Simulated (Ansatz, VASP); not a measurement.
## C: VASP beside Ansatz

```xyz
4
Lattice="2.4657 0.0000 0.0000 -1.2329 2.1354 0.0000 0.0000 0.0000 17.5000" Properties=species:S:1:pos:R:3 pbc="T T T"
C     0.0000    1.4236    4.5000
C     1.2329    0.7118    4.5000
C    -0.4110    2.1354    7.5600
C    -1.6438    2.8472    7.5600
```

Alike in both runs: task single point; functional PBE; dispersion D3(BJ); k mesh 15 × 15 × 1; occupations gaussian, width 0.1 eV; no spin polarisation.

```csv
,VASP,Ansatz
version,VASP 6.6.1,Ansatz 0.2.0
potentials or method,"VASP PAW PBE potentials, release 64 (C), cutoff 520 eV","scalar-relativistic, plane waves, PAW"
valence electrons in the cell,16,16
```

Ansatz gave:

| Item | Value |
| --- | --- |
| gap on the k mesh at the Fermi level (eV) | 0.64 |
| least direct gap on the mesh (eV) | 0.64 |
| rms of the force components (eV/Å) | 0.079 |

**Question.** What did VASP give for the same quantities?

**Answer.** gap on the k mesh at the Fermi level (eV): 0.64; least direct gap on the mesh (eV): 0.64; rms of the force components (eV/Å): 0.080.

Atom by atom the forces differ by 0.000 eV/Å (rms over components).
